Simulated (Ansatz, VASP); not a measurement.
# MgO: VASP beside Ansatz

INCAR

```
PREC = Accurate
ENCUT = 520
EDIFF = 1E-6
ISMEAR = 0
SIGMA = 0.05
LREAL = False
LASPH = True
NELM = 80
ALGO = Normal
ISIF = 2
LWAVE = False
LCHARG = False
GGA = PE
NBANDS = 16
```

File KPOINTS:

```
regular mesh
0
Gamma
  9 9 6
```

POSCAR

```
MgO
1.0
    3.4157000000      0.0000000000      0.0000000000
   -1.7078500000      2.9580829717      0.0000000000
    0.0000000000      0.0000000000      4.3666000000
Mg O
2 2
Direct
    0.6666666667      0.3333333333      0.7500000000
    0.3333333333      0.6666666667      0.2500000000
    0.6666666667      0.3333333333      0.2500000000
    0.3333333333      0.6666666667      0.7500000000
```

Input for Ansatz:

```yaml
crystal:
  lattice:
    - [3.4157, 0.0, 0.0]
    - [-1.70785, 2.9580829717, 0.0]
    - [0.0, 0.0, 4.3666]
  atoms:
    - { symbol: Mg, position: [0.6666666667, 0.3333333333, 0.75] }
    - { symbol: Mg, position: [0.3333333333, 0.6666666667, 0.25] }
    - { symbol: O, position: [0.6666666667, 0.3333333333, 0.25] }
    - { symbol: O, position: [0.3333333333, 0.6666666667, 0.75] }
basis:
  ecutwfc: 520.0
kpoints:
  mp_grid: { grid: [9, 9, 6] }
hamiltonian:
  xc: pbe
  pseudopotentials: { kind: paw, azcp: { folder: soft_1 } }
scf:
  occupations: { method: gaussian, width: 0.05 }
output:
  forces: true
  stress: true
  eigenvalues: true
```

Alike in both runs: task single point; functional PBE; k mesh 9 × 9 × 6; occupations gaussian, width 0.05 eV; no spin polarisation.

|  | VASP | Ansatz |
| --- | --- | --- |
| version | VASP 6.6.1 | Ansatz 0.2.0 |
| potentials or method | VASP PAW PBE potentials, release 64 (Mg, O), cutoff 520 eV | scalar-relativistic, plane waves, PAW |
| valence electrons in the cell | 16 | 32 |

VASP gave:

| Item | Value |
| --- | --- |
| gap on the k mesh at the Fermi level (eV) | 3.35 |
| least direct gap on the mesh (eV) | 3.35 |
| pressure (GPa) | 4.3 |
| traceless stress, the component that is largest in VASP (GPa) | -6.66 |

Q: Which values does Ansatz return?

A: gap on the k mesh at the Fermi level (eV): 3.37; least direct gap on the mesh (eV): 3.37; pressure (GPa): 4.8; traceless stress, the component that is largest in VASP (GPa): -6.49.

VASP's potentials hold 16 valence electrons a cell and Ansatz's 32, so a difference there can come from the potentials and not from the codes.
